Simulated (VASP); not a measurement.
Crystal: Si2C3.

```
CELL_PARAMETERS angstrom
2.70913 0.00000 0.00000
-1.35457 2.34618 0.00000
0.00000 0.00000 21.65931
ATOMIC_POSITIONS crystal
Si 0.33333 0.66667 0.00000
Si 0.33333 0.66667 0.40000
Si 0.33333 0.66667 0.60000
Si 0.66667 0.33333 0.50000
C 0.33333 0.66667 0.20000
C 0.33333 0.66667 0.80000
C 0.66667 0.33333 0.10000
C 0.66667 0.33333 0.30000
C 0.66667 0.33333 0.70000
C 0.66667 0.33333 0.90000
```

| Item | Value |
| --- | --- |
| Program | VASP 6.6.1 |
| Task | relaxation of cell and atoms |
| Functional | PBE |
| Potentials or basis | VASP PAW PBE potentials, release 64 (Si, C) |
| Cutoff | 600 eV |
| k mesh | 6 × 6 × 1 |
| Occupations | gaussian, width 0.1 eV |
| Spin | no spin polarisation |

At the start: pressure -18.0 GPa; volume 13.77 Å³/atom.

**Question.** How do energy, volume and symmetry change on relaxing?

**Answer.** Over 61 steps the energy falls by 2671.5 meV/atom and the volume is 9.84 Å³/atom (-28.5 %); space group P-6m2 (No. 187, to 0.05 Å).

Step by step:
```tsv
step	energy change (eV)	largest force (eV/Å)	pressure (GPa)	volume (Å³)
1	0.0000	1.6839	-17.97	137.67
3	-3.5994	3.3478	5.67	96.59
5	-4.8870	1.6734	23.46	87.14
7	-11.4832	3.6842	-19.98	116.97
9	-12.1323	3.8659	-26.32	131.51
11	-13.1142	3.4514	-26.90	136.82
13	-13.1894	3.1541	-26.84	139.20
15	-17.0718	3.1980	-20.28	121.78
17	-19.9369	3.6945	12.34	96.73
19	-23.0605	3.5150	13.77	97.49
21	-24.1808	1.9430	7.55	97.80
23	-24.5942	2.0258	-7.95	103.35
25	-24.9705	1.9782	-5.08	101.00
27	-25.9841	2.2435	-2.22	96.57
29	-26.2904	0.9787	4.37	93.37
31	-26.4550	0.5223	5.22	92.80
33	-26.5165	0.4876	0.32	94.85
35	-26.5415	0.4071	-0.90	95.60
37	-26.5703	0.2538	0.00	95.56
39	-26.5949	0.3286	0.62	95.61
41	-26.6173	0.2499	0.67	96.43
43	-26.6715	0.3643	-2.41	98.66
45	-26.6915	0.2977	-1.20	98.69
47	-26.7082	0.1037	1.20	97.67
49	-26.7114	0.0882	0.22	98.15
51	-26.7122	0.0497	-0.05	98.36
53	-26.7129	0.0506	-0.12	98.43
55	-26.7130	0.0726	-0.15	98.48
57	-26.7137	0.0613	0.05	98.44
59	-26.7137	0.0595	1.01	98.27
61	-26.7146	0.0287	0.47	98.41
```

Final structure:
```yaml
crystal:
  lattice:
    - [2.77105, 0.00000, 0.00000]
    - [-1.38552, 2.39980, 0.00000]
    - [0.00000, 0.00000, 14.79844]
  atoms:
    - { symbol: Si, position: [0.33333, 0.66667, 0.00000] }
    - { symbol: Si, position: [0.33333, 0.66667, 0.32195] }
    - { symbol: Si, position: [0.33333, 0.66667, 0.67805] }
    - { symbol: Si, position: [0.66667, 0.33333, 0.50000] }
    - { symbol: C, position: [0.33333, 0.66667, 0.18735] }
    - { symbol: C, position: [0.33333, 0.66667, 0.81265] }
    - { symbol: C, position: [0.66667, 0.33333, 0.16195] }
    - { symbol: C, position: [0.66667, 0.33333, 0.37103] }
    - { symbol: C, position: [0.66667, 0.33333, 0.62897] }
    - { symbol: C, position: [0.66667, 0.33333, 0.83805] }
```

Caveat: the k points lie up to 0.44 Å⁻¹ apart in the final cell; the volume moved by over 15 % at a fixed basis, so the end points are rough.
